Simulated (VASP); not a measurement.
# PbSe (Immm) in VASP: a series of runs, part 2 of 2

VASP 6.6.1. Earlier steps stand in the parts before.

## 5. Single point, PBE+D3(BJ)

This run uses another cell than the first one, of 35.35 Å³/atom.

INCAR reads:

```
ALGO = Normal
EDIFF = 1E-6
ENCUT = 520
GGA = PE
ISIF = 2
ISMEAR = 0
IVDW = 12
LASPH = True
LCHARG = True
LELF = True
LREAL = False
LVHAR = True
LWAVE = False
NBANDS = 17
NELM = 80
PREC = Accurate
SIGMA = 0.03
```

KPOINTS reads:

```
k-points
0
Gamma
  10 10 10
```

POSCAR reads:

```
PbSe
1.0
   -0.2530347053      3.4044669445      3.0670873374
    3.4044669445     -0.2530347053      3.0670873374
    3.1514322392      3.1514322392      0.0000000000
Pb Se
1 1
Direct
    0.0000000000      0.0000000000      0.0000000000
    0.5000000000      0.5000000000      0.5000000000
```

Potentials or basis: VASP PAW PBE potentials, release 64 (Pb_d, Se).

On the command line:

```bash
$ cat potpaw_PBE.64/Pb_d/POTCAR potpaw_PBE.64/Se/POTCAR > POTCAR
$ mpirun -np 1 vasp_std > vasp.out
```

OUTCAR:

```text
EDIFF = 1E-6
   ENCUT = 520
   GGA = PE
   ISIF = 2
   ISMEAR = 0
   IVDW = 12
   LASPH = True
   LREAL = False
   NELM = 80
   PREC = Accurate
 IVDW          = 12

 ion  position               nearest neighbor table
   1  0.000  0.000  0.000-   2 3.07   2 3.07   2 3.41   2 3.41   2 3.41   2 3.41
   2  0.500  0.500  0.500-   1 3.07   1 3.07   1 3.41   1 3.41   1 3.41   1 3.41

  LATTYP: Found a body centered orthorhombic cell.
 ALAT       =     4.4567982136
 B/A-ratio  =     1.1605839416
 C/A-ratio  =     1.3763635643

  Lattice vectors:

 A1 = (   0.2530347053,  -3.4044669445,  -3.0670873374)
 A2 = (  -0.2530347053,   3.4044669445,  -3.0670873374)
 A3 = (   3.4044669445,  -0.2530347053,   3.0670873374)

Analysis of symmetry for initial positions (statically):
=====================================================================
 Subroutine PRICEL returns:
 Original cell was already a primitive cell.

 Routine SETGRP: Setting up the symmetry group for a
 body centered orthorhombic supercell.

 Subroutine GETGRP returns: Found  8 space group operations
 (whereof  8 operations were pure point group operations)
 out of a pool of  8 trial point group operations.

The static configuration has the point symmetry D_2h.

Analysis of symmetry for dynamics (positions and initial velocities):
=====================================================================
 Subroutine PRICEL returns:
 Original cell was already a primitive cell.

 Routine SETGRP: Setting up the symmetry group for a
 body centered orthorhombic supercell.

 Subroutine GETGRP returns: Found  8 space group operations
 (whereof  8 operations were pure point group operations)
 out of a pool of  8 trial point group operations.

The dynamic configuration has the point symmetry D_2h.

 Subroutine INISYM returns: Found  8 space group operations
 (whereof  8 operations are pure point group operations),
[... 112 lines left out ...]
   EFERMI_NEDOS =   21; number of points for ismear=-14 and -15
   IALGO  =     38    algorithm
   IMIX   =      4    mixing-type and parameters
     AMIX     =   0.40;   BMIX     =  1.00
     AMIX_MAG =   1.60;   BMIX_MAG =  1.00
  volume/ion in A,a.u.               =      35.35       238.57
  Fermi-wavevector in a.u.,A,eV,Ry     =   1.074654  2.030801 15.713110  1.154881
  Thomas-Fermi vector in A             =   2.210488
   LORBIT       =      0    0 simple, 1 ext, 2 COOP (PROOUT), +10 PAW based schemes
   GGA     = PE    functional components
   LHFCALC =     F    Hartree Fock is set to
   AEXX    =    0.0000 exact exchange contribution
   IVDW    =    12    specifies the selected vdW correction
   LEPSILON=     F    determine dielectric tensor
   LRPA    =     F    only Hartree local field effects (RPA)
 non-spin polarized calculation
 Gauss-broadening in eV      SIGMA  =   0.03
  energy-cutoff  :      520.00
  volume of cell :       70.70
 maximum number of plane-waves:      1930
 NGX is ok and might be reduce to    36
   NGX = 17   NGY = 17   NGZ = 17

 number of electron      20.0000001 magnetization

 Free energy of the ion-electron system (eV)
  ---------------------------------------------------
  ext. energy  EPLUGINS =         0.00000000
  ---------------------------------------------------
  free energy    TOTEN  =        -7.84934162 eV

  energy without entropy =       -7.84934145  energy(sigma->0) =       -7.84934153

 E-fermi :   2.9933     XC(G=0):  -8.5945

 val. band max:        2.9198798927   @ k =   0.5000   0.0000   0.0000
 cond. band min:       3.0667726319   @ k =  -0.0000  -0.0000   0.5000
 fundamental gap:      0.1468927392
 Fermi energy:         2.9933263447

 k-point     1 :       0.0000    0.0000    0.0000
  band No.  band energies     occupation
      1     -13.9539      2.00000
      2     -13.9354      2.00000
      3     -13.8966      2.00000
      4     -13.8765      2.00000
      5     -13.8599      2.00000
      6      -9.3267      2.00000
[... 457 lines left out ...]
      4     -13.8832      2.00000
      5     -13.8567      2.00000
      6      -8.5824      2.00000
[... 9 lines left out ...]
     16      12.9466      0.00000
     17      14.0752      0.00000

 [... further k-points ...]

------------------------ aborting loop because EDIFF is reached ----------------------------------------

 Edisp (eV)   -0.64458

 E8    (eV) :    -0.3030

  FORCE on cell =-STRESS in cart. coord.  units (eV):
  Direction    XX          YY          ZZ          XY          YZ          ZX
  --------------------------------------------------------------------------------------
  -------------------------------------------------------------------------------------
  Total      -3.29044    -3.29044    -1.00985     0.95362     0.00000     0.00000
  in kB     -74.56181   -74.56181   -22.88325    21.60915     0.00000     0.00000
  external pressure =      -57.34 kB  Pullay stress =        0.00 kB

 VOLUME and BASIS-vectors are now :
 -----------------------------------------------------------------------------
  energy-cutoff  :      520.00
  volume of cell :       70.70
      direct lattice vectors                 reciprocal lattice vectors
    -0.253034705  3.404466945  3.067087337    -0.136705338  0.136705338  0.163021116
     3.404466945 -0.253034705  3.067087337     0.136705338 -0.136705338  0.163021116
     3.151432239  3.151432239  0.000000000     0.158658020  0.158658020 -0.163021116

 POSITION                                       TOTAL-FORCE (eV/Angst)
 -----------------------------------------------------------------------------------
      0.00000      0.00000      0.00000         0.000000     -0.000000      0.000000
      3.15143      3.15143      3.06709         0.000000      0.000000     -0.000000
 -----------------------------------------------------------------------------------
    total drift:                                0.000000      0.000000      0.000000

  FREE ENERGIE OF THE ION-ELECTRON SYSTEM (eV)
  ---------------------------------------------------
  free  energy   TOTEN  =        -8.4939218734 eV

  energy  without entropy=       -8.4939217045  energy(sigma->0) =       -8.49392179
```

stdout:

```text
POSCAR found type information on POSCAR PbSe
 POSCAR found :  2 types and       2 ions
 scaLAPACK will be used
 LDA part: xc-table for (Slater+PW92), standard interpolation
 POSCAR, INCAR and KPOINTS ok, starting setup
 FFT: planning ... GRIDC
 FFT: planning ... GRID_SOFT
 FFT: planning ... GRID
 WAVECAR not read
 entering main loop
```

Run time: 82 s. Hardware: 1 thread of Intel Xeon 6975P-C (Granite Rapids), shared host; peak memory 0.36 GiB.

What came out:

* Free energy: -8.4939 eV
* Pressure: -5.7 GPa
* Band gap on the k mesh: 0.15 eV (least direct gap 0.22 eV)
* Dispersion energy per atom: -0.322 eV

Stress tensor (GPa, compression positive):
```
-7.46  2.16  0.00
 2.16 -7.46  0.00
 0.00  0.00 -2.29
```

Caveat: the cell stands under tension; spin-orbit coupling is left out, which moves the levels of the heavy elements. A k mesh can miss the band edges.

## 6. Single point, PBE+D3(BJ)

This run uses another cell than the first one, of 35.46 Å³/atom.

INCAR reads:

```
SYSTEM = PbSe
  ALGO = Normal
  EDIFF = 1E-7
  ENCUT = 520
  GGA = PE
  ISIF = 2
  ISMEAR = 0
  IVDW = 12
  LASPH = .TRUE.
  LCHARG = .FALSE.
  LREAL = .FALSE.
  LWAVE = .FALSE.
  NBANDS = 17
  NELM = 60
  PREC = Accurate
  SIGMA = 0.03
```

KPOINTS reads:

```
k-points
0
G
  10 10 10
  0 0 0
```

POSCAR reads:

```
PbSe
1.0
   -0.1686898036      3.4044669445      3.0670873374
    3.4044669445     -0.1686898036      3.0670873374
    3.2357771410      3.2357771410      0.0000000000
Pb Se
1 1
Direct
    0.0000000000      0.0000000000      0.0000000000
    0.5000000000      0.5000000000      0.5000000000
```

Potentials or basis: VASP PAW PBE potentials, release 64 (Pb_d, Se).

On the command line:

```bash
$ cat potpaw_PBE.64/Pb_d/POTCAR potpaw_PBE.64/Se/POTCAR > POTCAR
$ mpirun -np 1 vasp_std > vasp.out
```

Run time: 75 s. Hardware: 1 thread of Intel Xeon 6975P-C (Granite Rapids), shared host; peak memory 0.36 GiB.

It converged, with:

```
Free energy                : -8.5233 eV
Pressure                   : -5.7 GPa
Band gap on the k mesh     : 0.31 eV (least direct gap 0.37 eV)
Dispersion energy per atom : -0.321 eV
```

Stress tensor (GPa, compression positive):
```
-7.54  1.44  0.00
 1.44 -7.54  0.00
 0.00  0.00 -2.13
```

Levels at points of the mesh, in eV from the valence-band top:
| k point | band 7 | band 8 | band 9 | band 10 | band 11 | band 12 | band 13 | band 14 |
| --- | --- | --- | --- | --- | --- | --- | --- | --- |
| (0.00, 0.00, 0.00) | -6.74 | -1.80 | -1.13 | -0.66 | 3.45 | 3.56 | 5.46 | 6.13 |
| (0.50, 0.00, 0.00) | -8.17 | -0.84 | -0.75 | 0.00 | 0.71 | 1.96 | 2.19 | 7.84 |
| (0.50, 0.50, 0.00) | -7.42 | -3.73 | -2.63 | -1.95 | 4.20 | 4.33 | 4.52 | 5.85 |
| (0.00, 0.00, 0.50) | -8.01 | -1.09 | -1.00 | -0.06 | 0.31 | 1.44 | 2.15 | 8.23 |
| (0.50, 0.00, 0.50) | -7.16 | -3.49 | -2.65 | -1.67 | 3.66 | 4.49 | 4.68 | 5.91 |

Caveat: the cell stands under tension; spin-orbit coupling is left out, which moves the levels of the heavy elements.

## 7. Overview

| cell | gap on the mesh (eV) | pressure (GPa) |
| --- | --- | --- |
| a = 4.527, b = 4.527, c = 4.338 Å, angles 61.4, 61.4, 67.9°, 2 atoms | 0.05 | -4.9 |
| a = 4.523, b = 4.523, c = 4.457 Å, angles 60.5, 60.5, 66.1°, 2 atoms | 0.24 | -4.9 |
| a = 4.521, b = 4.521, c = 4.576 Å, angles 59.6, 59.6, 64.3°, 2 atoms | 0.42 | -4.9 |
| a = 4.589, b = 4.589, c = 4.457 Å, angles 61.0, 61.0, 68.6°, 2 atoms | 0.15 | -5.7 |
| a = 4.585, b = 4.585, c = 4.576 Å, angles 60.1, 60.1, 66.9°, 2 atoms | 0.31 | -5.7 |

Alike in all rows: task single point; level PBE+D3(BJ); potentials or basis VASP PAW PBE potentials, release 64 (Pb_d, Se); no spin polarisation; k mesh 10 × 10 × 10; cutoff (eV) 520; smearing gaussian 0.03 eV.

Caveats: the cell stands under tension; spin-orbit coupling is left out, which moves the levels of the heavy elements.

Total energies depend on the potentials used, so only differences within one code and one set of settings carry meaning.
